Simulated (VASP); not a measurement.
Wanted: the native input for a VASP 6.6.1 run.

| Property | Result |
| --- | --- |
| Task | single point |
| Functional | PBEsol |
| Potentials or basis | VASP PAW PBE potentials, release 64 (Ga_d, N) |
| Cutoff | 600 eV |
| k mesh | 10 × 10 × 10 |
| Occupations | fermi-dirac, width 0.05 eV |
| Spin | no spin polarisation |
| Dipole correction | no |
| Further INCAR settings | ALGO = Normal; EDIFF = 1e-06; NBANDS = 16 |

The structure of GaN lies in POSCAR:

```
GaN
1.0
    0.0000000000      2.2074978911      2.2074978911
    2.2074978911      0.0000000000      2.2074978911
    2.2074978911      2.2074978911      0.0000000000
Ga N
1 1
Direct
    0.0000000000      0.0000000000      0.0000000000
    0.2500000000      0.2500000000      0.2500000000
```

One way to write it, as run:

INCAR

```
SYSTEM = GaN
PREC     = Accurate       ! precision mode
ENCUT    = 600            ! plane-wave cutoff, eV
EDIFF    = 1E-6           ! SCF threshold, eV
ISMEAR   = -1             ! smearing method
SIGMA    = 0.05           ! smearing width, eV
LREAL    = .FALSE.        ! projectors in reciprocal space
LASPH    = .TRUE.         ! aspherical terms in the spheres
NELM     = 120            ! most SCF steps
ALGO     = Normal         ! electronic algorithm
ISIF     = 2              ! what is computed and relaxed
LWAVE    = .FALSE.        ! write WAVECAR
LCHARG   = .FALSE.        ! write CHGCAR
GGA      = PS             ! functional
NBANDS   = 16             ! bands
GGA_COMPAT= .FALSE.
```

KPOINTS

```
regular mesh
0
G
  10 10 10
  0 0 0
```

Potentials or basis: VASP PAW PBE potentials, release 64 (Ga_d, N).

Command:

```bash
$ cat potpaw_PBE.64/Ga_d/POTCAR potpaw_PBE.64/N/POTCAR > POTCAR
$ mpirun -np 1 vasp_std > vasp.out
```

Results of the run:

- Pressure: 11.4 GPa
- Band gap on the k mesh: 2.08 eV, direct

Caveat: the PAW data sets were made with another functional, which shifts forces and pressure a little.

Wall time 47 s on 1 thread of Intel Xeon 8259CL (shared host), peak memory 0.17 GiB.
